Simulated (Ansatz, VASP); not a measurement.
## One calculation of Ca2Ge2N, two programs

```xyz
5
Lattice="3.7983 0.0000 0.0000 -1.8991 3.2894 0.0000 0.0000 0.0000 8.2733" Properties=species:S:1:pos:R:3 pbc="T T T"
Ca    0.0000    2.1929    5.3452
Ca    1.8991    1.0965    2.9280
Ge    1.8991    1.0965    7.7101
Ge    0.0000    2.1929    0.5632
N     0.0000    0.0000    4.1366
```

Alike in both runs: functional PBE; k mesh 12 × 12 × 6; occupations gaussian, width 0.1 eV; no spin polarisation.

Ansatz relaxed the structure, and its values are those at the end. VASP's run is a single point on that final structure, the one shown.

|  | VASP | Ansatz |
| --- | --- | --- |
| version | VASP 6.6.1 | Ansatz 0.2.0 |
| potentials or method | VASP PAW PBE potentials, release 64 (Ca_sv, Ge_d, N), cutoff 520 eV | scalar-relativistic, plane waves, PAW |
| valence electrons in the cell | 53 | 53 |

```tsv
	VASP	Ansatz	Ansatz less VASP
gap on the k mesh at the Fermi level (eV)	none	none	-
pressure (GPa)	0.1	0.0	-0.13
rms of the force components (eV/Å)	0.008	0.002	-0.0065
```

A gap of «none» marks a metal or a gap that the smearing closes.
